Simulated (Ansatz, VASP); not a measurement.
CaMg: VASP beside Ansatz

```
CELL_PARAMETERS angstrom
3.92669 0.00000 0.00000
0.00000 3.92669 0.00000
0.00000 0.00000 3.86162
ATOMIC_POSITIONS crystal
Ca 0.00000 0.00000 0.50000
Mg 0.50000 0.50000 0.00000
```

Change from the starting cell: strain -0.0250 x Voigt [1, 1, 0, 0, 0, 0], atoms carried along.

Alike in both runs: task single point; functional LDA; k mesh 12 × 12 × 12; occupations gaussian, width 0.15 eV; no spin polarisation.

```csv
,VASP,Ansatz
version,VASP 6.6.1,Ansatz 0.2.0
potentials or method,"VASP PAW LDA potentials, release 64 (Ca_sv, Mg), cutoff 520 eV","scalar-relativistic, plane waves, PAW"
valence electrons in the cell,12,20
```

```csv
,VASP,Ansatz,Ansatz less VASP
gap on the k mesh at the Fermi level (eV),none,none,-
pressure (GPa),-1.1,-1.0,+0.14
"traceless stress, the component that is largest in VASP (GPa)",0.10,0.10,-0.002
```

LDA's correlation is that of Perdew and Zunger in VASP and of Perdew and Wang (1992) in Ansatz. A gap of «none» marks a metal or a gap that the smearing closes. VASP's potentials hold 12 valence electrons a cell and Ansatz's 20, so a difference there can come from the potentials and not from the codes.
